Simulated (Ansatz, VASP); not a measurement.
# One calculation of Cu, two programs

INCAR

```
SYSTEM = Cu
ALGO = Fast
EDIFF = 1E-7
ENCUT = 520
GGA = PE
ISIF = 2
ISMEAR = 0
LASPH = .TRUE.
LCHARG = .FALSE.
LREAL = .FALSE.
LWAVE = .FALSE.
NBANDS = 18
NELM = 60
PREC = Accurate
SIGMA = 0.15
```

File KPOINTS:

```
k-points
0
G
  18 18 18
  0 0 0
```

Contents of POSCAR:

```
Cu
1.0
    1.2138684686     -3.9502683086      0.0000000000
    1.2138684686      3.9502683086      0.0000000000
    0.0000000000      0.0000000000      2.5142119659
Cu
2
Direct
    0.0775216340      0.8094512930      0.2500000000
    0.9224783660      0.1905487070      0.7500000000
```

Input for Ansatz:

```yaml
crystal:
  lattice:
    - [1.2138684686, -3.9502683086, 0.0]
    - [1.2138684686, 3.9502683086, 0.0]
    - [0.0, 0.0, 2.5142119659]
  atoms:
    - { symbol: Cu, position: [0.077521634, 0.809451293, 0.25] }
    - { symbol: Cu, position: [0.922478366, 0.190548707, 0.75] }
basis:
  ecutwfc: 520.0
kpoints:
  mp_grid: { grid: [18, 18, 18] }
hamiltonian:
  xc: pbe
  pseudopotentials: { kind: paw, azcp: { folder: soft_1 } }
scf:
  occupations: { method: gaussian, width: 0.15 }
output:
  forces: true
  stress: true
  eigenvalues: true
```

Change from the starting cell: mode 4 frozen in at -0.140 Å, equal normal strain along x and y -0.0200.

Alike in both runs: task single point; functional PBE; k mesh 18 × 18 × 18; occupations gaussian, width 0.15 eV; no spin polarisation.

|  | VASP | Ansatz |
| --- | --- | --- |
| version | VASP 6.6.1 | Ansatz 0.2.0 |
| potentials or method | VASP PAW PBE potentials, release 64 (Cu), cutoff 520 eV | scalar-relativistic, plane waves, PAW |
| valence electrons in the cell | 22 | 38 |

VASP gave:

```
gap on the k mesh at the Fermi level (eV)                     : none
pressure (GPa)                                                : 7.2
traceless stress, the component that is largest in VASP (GPa) : 7.49
rms of the force components (eV/Å)                            : 0.272
```

Task: What did Ansatz give for the same quantities?

Result: gap on the k mesh at the Fermi level (eV): none; pressure (GPa): 6.4; traceless stress, the component that is largest in VASP (GPa): 7.46; rms of the force components (eV/Å): 0.268.

Atom by atom the forces differ by 0.004 eV/Å (rms over components). A gap of «none» marks a metal or a gap that the smearing closes. With one functional, cell and mesh, what is left measures potentials, basis and numerics. VASP's potentials hold 22 valence electrons a cell and Ansatz's 38, so a difference there can come from the potentials and not from the codes.
